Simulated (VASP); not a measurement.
# MoS2 (scan) (P6_3/mmc) in VASP: notebook

The runs below take MoS2 (scan) through single point, with r2SCAN.

Everything below comes from runs of VASP 6.6.1. Logs are shortened: lines on timing, memory, paths and dates and some standing lists are left out, and cuts for length are marked.

### Step 1. The cell of the first run

The structure is hexagonal, space group P6_3/mmc (No. 194). Conventional cell: a = 3.184 Å, b = 3.184 Å, c = 12.990 Å, α = 90.00°, β = 90.00°, γ = 120.00°. Within 3.2 Å of Mo (site symmetry -6m2) lie 6 S at 2.41 Å and 6 Mo at 3.18 Å. S (site symmetry 3m) has 3 Mo at 2.41 Å and 7 S at 3.11 to 3.18 Å within 3.2 Å.

### Step 2. Single point, r2SCAN

Contents of POSCAR:

```
MoS2
1.0
    3.1842673895      0.0000000029      0.0000000000
   -1.5921336972      2.7576564503      0.0000000000
    0.0000000000      0.0000000000     12.9903971744
Mo S
2 4
Direct
    0.6666666667      0.3333333333      0.2500000000
    0.3333333333      0.6666666667      0.7500000000
    0.6666666667      0.3333333333      0.6304739458
    0.3333333333      0.6666666667      0.3695260542
    0.6666666667      0.3333333333      0.8695260542
    0.3333333333      0.6666666667      0.1304739458
```

Contents of INCAR.step1:

```
ALGO = Normal ; EDIFF = 1E-4
ENCUT = 520 ; GGA = PE
ISMEAR = 0 ; LASPH = T
LCHARG = F ; LREAL = F
LWAVE = T ; NBANDS = 35
NELM = 100 ; PREC = Accurate
SIGMA = 0.02
```

Contents of INCAR.step2:

```
ALGO = Normal ; EDIFF = 1E-6
ENCUT = 520 ; ISIF = 2
ISMEAR = 0 ; ISTART = 1
LASPH = T ; LCHARG = F
LMIXTAU = T ; LREAL = F
LWAVE = F ; METAGGA = R2SCAN
NBANDS = 35 ; NELM = 100
PREC = Accurate ; SIGMA = 0.02
```

Contents of KPOINTS:

```
k-points
0
Gamma
  12 12 2
```

Potentials or basis: VASP PAW PBE potentials, release 64 (Mo_sv, S).

Run with:

```bash
cat potpaw_PBE.64/Mo_sv/POTCAR potpaw_PBE.64/S/POTCAR > POTCAR
cp INCAR.step1 INCAR
mpirun -np 1 vasp_std > vasp.out
cp INCAR.step2 INCAR
mpirun -np 1 vasp_std > vasp.out
```

OUTCAR:

```text
EDIFF = 1E-6
   ENCUT = 520
   ISIF = 2
   ISMEAR = 0
   ISTART = 1
   LASPH = T
   LREAL = F
   METAGGA = R2SCAN
   NELM = 100
   PREC = Accurate

 ion  position               nearest neighbor table
   1  0.667  0.333  0.250-   4 2.41   6 2.41   4 2.41   6 2.41   4 2.41   6 2.41
   2  0.333  0.667  0.750-   3 2.41   5 2.41   3 2.41   5 2.41   3 2.41   5 2.41
   3  0.667  0.333  0.630-   2 2.41   2 2.41   2 2.41
   4  0.333  0.667  0.370-   1 2.41   1 2.41   1 2.41
   5  0.667  0.333  0.870-   2 2.41   2 2.41   2 2.41
   6  0.333  0.667  0.130-   1 2.41   1 2.41   1 2.41

  LATTYP: Found a hexagonal cell.
 ALAT       =     3.1842673895
 C/A-ratio  =     4.0795560125

  Lattice vectors:

 A1 = (   3.1842673895,   0.0000000029,   0.0000000000)
 A2 = (  -1.5921336972,   2.7576564503,   0.0000000000)
 A3 = (   0.0000000000,   0.0000000000,  12.9903971744)

Analysis of symmetry for initial positions (statically):
=====================================================================
 Subroutine PRICEL returns:
 Original cell was already a primitive cell.

 Routine SETGRP: Setting up the symmetry group for a
 hexagonal supercell.

 Subroutine GETGRP returns: Found 24 space group operations
 (whereof 12 operations were pure point group operations)
 out of a pool of 24 trial point group operations.

The static configuration has the point symmetry D_3d.
 The point group associated with its full space group is D_6h.

Analysis of symmetry for dynamics (positions and initial velocities):
=====================================================================
 Subroutine PRICEL returns:
 Original cell was already a primitive cell.

 Routine SETGRP: Setting up the symmetry group for a
 hexagonal supercell.

 Subroutine GETGRP returns: Found 24 space group operations
 (whereof 12 operations were pure point group operations)
 out of a pool of 24 trial point group operations.

The dynamic configuration has the point symmetry D_3d.
 The point group associated with its full space group is D_6h.

 Subroutine INISYM returns: Found 24 space group operations
 (whereof 12 operations are pure point group operations),
 and found     1 'primitive' translations

----------------------------------------------------------------------------------------

                                     Primitive cell

[... 94 lines left out ...]
   LSORBIT =      F    spin-orbit coupling
   LASPH  =      T    aspherical Exc in radial PAW
   ENCUT  =  520.0 eV  38.22 Ry    6.18 a.u.   5.92  5.92 24.15*2*pi/ulx,y,z
   NELM   =    100;   NELMIN=  2; NELMDL=  0     # of ELM steps
   EDIFF  = 0.1E-05   stopping-criterion for ELM
   LREAL  =      F    real-space projection
   EDIFFG = 0.1E-04   stopping-criterion for IOM
   NSW    =      0    number of steps for IOM
   IBRION =     -1    ionic relax: 0-MD 1-quasi-New 2-CG
   NFREE  =      0    steps in history (QN), initial steepest desc. (CG)
   ISIF   =      2    stress and relaxation
   ISYM   =      2    0-nonsym 1-usesym 2-fastsym
   POTIM  = 0.5000    time-step for ionic-motion
   TEBEG  =    0.0;   TEEND  =   0.0 temperature during run
   PSTRESS=    0.0 pullay stress
   NELECT =      52.0000    total number of electrons
   NUPDOWN=      -1.0000    fix difference up-down
   EMIN   =  10.00;   EMAX   =-10.00  energy-range for DOS
   EFERMI =   0.00;   METHOD = LEGACY
   ISMEAR =     0;   SIGMA  =   0.02  broadening in eV -4-tet -1-fermi 0-gaus
   EFERMI_NEDOS =   21; number of points for ismear=-14 and -15
   IALGO  =     38    algorithm
   IMIX   =      4    mixing-type and parameters
     AMIX     =   0.40;   BMIX     =  1.00
     AMIX_MAG =   1.60;   BMIX_MAG =  1.00
  volume/ion in A,a.u.               =      19.01       128.30
  Fermi-wavevector in a.u.,A,eV,Ry     =   1.259946  2.380953 21.598755  1.587464
  Thomas-Fermi vector in A             =   2.393480
   LORBIT       =      0    0 simple, 1 ext, 2 COOP (PROOUT), +10 PAW based schemes
   METAGGA = R2SCAN    functional components
   LHFCALC =     F    Hartree Fock is set to
   AEXX    =    0.0000 exact exchange contribution
   IVDW    =     0    specifies the selected vdW correction
   LEPSILON=     F    determine dielectric tensor
   LRPA    =     F    only Hartree local field effects (RPA)
 non-spin polarized calculation
 Gauss-broadening in eV      SIGMA  =   0.02
  energy-cutoff  :      520.00
  volume of cell :      114.07
 maximum number of plane-waves:      3095
 NGX is ok and might be reduce to    24
   NGX = 11   NGY = 11   NGZ = 49

 number of electron      52.0000000 magnetization

 Free energy of the ion-electron system (eV)
  ---------------------------------------------------
  ext. energy  EPLUGINS =         0.00000000
  ---------------------------------------------------
  free energy    TOTEN  =       -90.08506326 eV

  energy without entropy =      -90.08506326  energy(sigma->0) =      -90.08506326

 E-fermi :   6.5891     XC(G=0): -11.0393

 val. band max:        6.4669432020   @ k =   0.0000   0.0000   0.0000
 cond. band min:       7.6478470197   @ k =   0.3333   0.3333   0.0000
 fundamental gap:      1.1809038177
 Fermi energy:         6.5891282161

 k-point     1 :       0.0000    0.0000    0.0000
  band No.  band energies     occupation
      1     -56.9032      2.00000
      2     -56.9032      2.00000
      3     -30.3154      2.00000
      4     -30.3153      2.00000
      5     -30.1071      2.00000
      6     -30.1071      2.00000
[... 901 lines left out ...]
     34      10.2398      0.00000
     35      13.9065      0.00000

 [... further k-points ...]
[... 5 lines left out ...]
  --------------------------------------------------------------------------------------
  -------------------------------------------------------------------------------------
  Total        0.0597986      0.0597986     -0.0040426      0.0000000     -0.0000000      0.0000000
  in kB        0.8399033      0.8399033     -0.0567802      0.0000000     -0.0000000      0.0000000
  external PRESSURE =       0.5410088 kB  Pullay stress =       0.0000000 kB

 VOLUME and BASIS-vectors are now :
 -----------------------------------------------------------------------------
  energy-cutoff  :      520.00
  volume of cell :      114.07
      direct lattice vectors                 reciprocal lattice vectors
     3.184267389  0.000000003  0.000000000     0.314043978  0.181313376  0.000000000
    -1.592133697  2.757656450  0.000000000    -0.000000000  0.362626751  0.000000000
     0.000000000  0.000000000 12.990397174     0.000000000  0.000000000  0.076979940

 POSITION                                       TOTAL-FORCE (eV/Angst)
 -----------------------------------------------------------------------------------
      1.59213      0.91922      3.24760         0.000000      0.000000      0.000000
     -0.00000      1.83844      9.74280        -0.000000     -0.000000      0.000000
      1.59213      0.91922      8.19011         0.000000      0.000000     -0.004022
     -0.00000      1.83844      4.80029        -0.000000     -0.000000      0.004022
      1.59213      0.91922     11.29549        -0.000000      0.000000      0.004022
     -0.00000      1.83844      1.69491         0.000000      0.000000     -0.004022
 -----------------------------------------------------------------------------------
    total drift:                                0.000000     -0.000000      0.000000

  FREE ENERGIE OF THE ION-ELECTRON SYSTEM (eV)
  ---------------------------------------------------
  free  energy   TOTEN  =       -90.0850632552 eV

  energy  without entropy=      -90.0850632552  energy(sigma->0) =      -90.08506326
```

OUTCAR.step1:

```text
EDIFF = 1E-4
   ENCUT = 520
   GGA = PE
   ISMEAR = 0
[... 1152 lines left out ...]
      1.59213      0.91922      8.19011        -0.000000      0.000000     -0.132955
     -0.00000      1.83844      4.80029         0.000000      0.000000      0.132955
      1.59213      0.91922     11.29549        -0.000000     -0.000000      0.132955
     -0.00000      1.83844      1.69491         0.000000      0.000000     -0.132955
 -----------------------------------------------------------------------------------
    total drift:                                0.000000     -0.000000      0.000000

  FREE ENERGIE OF THE ION-ELECTRON SYSTEM (eV)
  ---------------------------------------------------
  free  energy   TOTEN  =       -43.6839416494 eV

  energy  without entropy=      -43.6839416494  energy(sigma->0) =      -43.68394165
```

OSZICAR.step1:

```text
N       E                     dE             d eps       ncg     rms          rms(c)
DAV:   1     0.438027759178E+03    0.43803E+03   -0.29200E+04  2956   0.140E+03
DAV:   2    -0.231760950705E+02   -0.46120E+03   -0.44631E+03  3218   0.362E+02
DAV:   3    -0.462080464566E+02   -0.23032E+02   -0.22580E+02  3293   0.728E+01
DAV:   4    -0.466787060070E+02   -0.47066E+00   -0.46966E+00  3182   0.106E+01
DAV:   5    -0.466880085319E+02   -0.93025E-02   -0.93011E-02  3121   0.152E+00    0.337E+01
DAV:   6    -0.444751993930E+02    0.22128E+01   -0.12894E+01  2901   0.227E+01    0.126E+01
DAV:   7    -0.440366033458E+02    0.43860E+00   -0.55460E+00  2873   0.146E+01    0.805E+00
DAV:   8    -0.436826839079E+02    0.35392E+00   -0.83327E-01  2919   0.614E+00    0.281E+00
DAV:   9    -0.436910495236E+02   -0.83656E-02   -0.97372E-02  3034   0.154E+00    0.123E+00
DAV:  10    -0.436840147548E+02    0.70348E-02   -0.30729E-02  2888   0.118E+00    0.413E-01
DAV:  11    -0.436841238253E+02   -0.10907E-03   -0.17744E-03  2922   0.228E-01    0.232E-01
DAV:  12    -0.436839349765E+02    0.18885E-03   -0.60654E-04  2628   0.144E-01    0.977E-02
DAV:  13    -0.436839416494E+02   -0.66729E-05   -0.15549E-04  1602   0.646E-02
   1 F= -.43683942E+02 E0= -.43683942E+02  d E =-.250919E-30
```

It took 3.4 min on 1 thread of Intel Xeon 6975P-C (Granite Rapids), shared host; peak memory 0.31 GiB.

What came out:

```
Free energy            : -90.0851 eV
Pressure               : 0.1 GPa
Largest force          : 0.004 eV/Å
Band gap on the k mesh : 1.18 eV, indirect (least direct gap 1.73 eV)
```

Forces on the atoms (eV/Å):
```
Mo   0.000  0.000  0.000
Mo   0.000  0.000  0.000
S    0.000  0.000 -0.004
S    0.000  0.000  0.004
S    0.000  0.000  0.004
S    0.000  0.000 -0.004
```

Levels at points of the mesh, in eV from the valence-band top:
```
           k point  band 24  band 25  band 26  band 27  band 28  band 29
(0.00, 0.00, 0.00)    -1.54    -0.89     0.00     2.37     2.37     2.38
(0.50, 0.00, 0.00)    -1.64    -1.25    -1.19     1.80     1.83     2.26
(0.00, 0.00, 0.50)    -2.22    -0.28    -0.28     2.37     2.37     2.37
(0.50, 0.00, 0.50)    -1.68    -1.22    -1.22     1.81     1.81     2.34
```

Caveat: the PAW data sets were made with another functional, which shifts forces and pressure a little. r2SCAN opens gaps a little over a GGA but as a rule still falls short of measured ones.

### Step 3. Single point, r2SCAN

POSCAR is that of step 2.

Contents of INCAR.step1:

```
PREC = Accurate
ENCUT = 520
ISMEAR = 0
SIGMA = 0.02
LREAL = False
LASPH = True
NELM = 100
NBANDS = 35
GGA = PE
ALGO = Normal
EDIFF = 1E-4
LWAVE = True
LCHARG = False
```

Contents of INCAR.step2:

```
PREC = Accurate
ENCUT = 520
EDIFF = 1E-6
ISMEAR = 0
SIGMA = 0.02
LREAL = False
LASPH = True
NELM = 100
ALGO = Normal
ISIF = 2
LWAVE = False
LCHARG = False
METAGGA = R2SCAN
LMIXTAU = True
NBANDS = 35
ISTART = 1
```

Contents of KPOINTS:

```
regular mesh
0
Gamma
  12 12 2
```

Potentials or basis: VASP PAW PBE potentials, release 64 (Mo_sv, S).

Run with:

```bash
cat potpaw_PBE.64/Mo_sv/POTCAR potpaw_PBE.64/S/POTCAR > POTCAR
cp INCAR.step1 INCAR
mpirun -np 1 vasp_std > vasp.out
cp INCAR.step2 INCAR
mpirun -np 1 vasp_std > vasp.out
```

Run time: 3.9 min. Hardware: 1 thread of Intel Xeon 6975P-C (Granite Rapids), shared host; peak memory 0.31 GiB.

The run converged. Its results:

```yaml
Free_energy: -90.0851 eV
Pressure: 0.1 GPa
Largest_force: 0.004 eV/Å
Band_gap_on_the_k_mesh: 1.18 eV, indirect (least direct gap 1.73 eV)
```

Forces in eV/Å, atoms in the order of the input:
```
Mo   0.000  0.000  0.000
Mo   0.000  0.000  0.000
S    0.000  0.000 -0.004
S    0.000  0.000  0.004
S    0.000  0.000  0.004
S    0.000  0.000 -0.004
```

Stress tensor (GPa, compression positive):
```
 0.08  0.00  0.00
 0.00  0.08  0.00
 0.00  0.00 -0.01
```

Levels at points of the mesh, in eV from the valence-band top:
```csv
k point,band 23,band 24,band 25,band 26,band 27,band 28,band 29,band 30
"(0.00, 0.00, 0.00)",-2.21,-1.54,-0.89,0.00,2.37,2.37,2.38,2.38
"(0.50, 0.00, 0.00)",-1.73,-1.64,-1.25,-1.19,1.80,1.83,2.26,2.42
"(0.00, 0.00, 0.50)",-2.22,-2.22,-0.28,-0.28,2.37,2.37,2.37,2.37
"(0.50, 0.00, 0.50)",-1.68,-1.68,-1.22,-1.22,1.81,1.81,2.34,2.34
```

Caveat: the PAW data sets were made with another functional, which shifts forces and pressure a little.
